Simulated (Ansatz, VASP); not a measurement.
**SnO in VASP and in Ansatz**

```xyz
8
Lattice="2.5000 -2.8600 0.0000 2.5000 2.8600 0.0000 0.0000 0.0000 11.3424" Properties=species:S:1:pos:R:3 pbc="T T T"
Sn    0.0000    0.0000   -0.1836
Sn    0.0000    0.0000    5.4876
Sn    2.5000    0.0007    3.0985
Sn    2.5000   -0.0007    8.7697
O     3.7499   -1.4300    4.2931
O     1.2501    1.4300    9.9643
O     1.2501   -1.4300    4.2931
O     3.7499    1.4300    9.9643
```

Change from the starting cell: z stretched by +2 %, ions relaxed.

Alike in both runs: functional PBE; k mesh 8 × 8 × 3; occupations fermi-dirac, width 0.02 eV; no spin polarisation.

Ansatz relaxed the structure, and its values are those at the end. VASP's run is a single point on that final structure, the one shown.

```csv
,VASP,Ansatz
version,VASP 6.6.1,Ansatz 0.2.0
potentials or method,"VASP PAW PBE potentials, release 64 (Sn_d, O)","plane-wave PAW, scalar-relativistic"
plane-wave cutoff (eV),520,420
valence electrons in the cell,80,80
```

|  | VASP | Ansatz | Ansatz less VASP |
| --- | --- | --- | --- |
| gap on the k mesh at the Fermi level (eV) | 0.87 | 0.86 | -0.001 |
| pressure (GPa) | 2.1 | 1.9 | -0.20 |
| rms of the force components (eV/Å) | 0.036 | 0.002 | -0.0337 |

Ansatz's warnings: stress scf threshold loose.
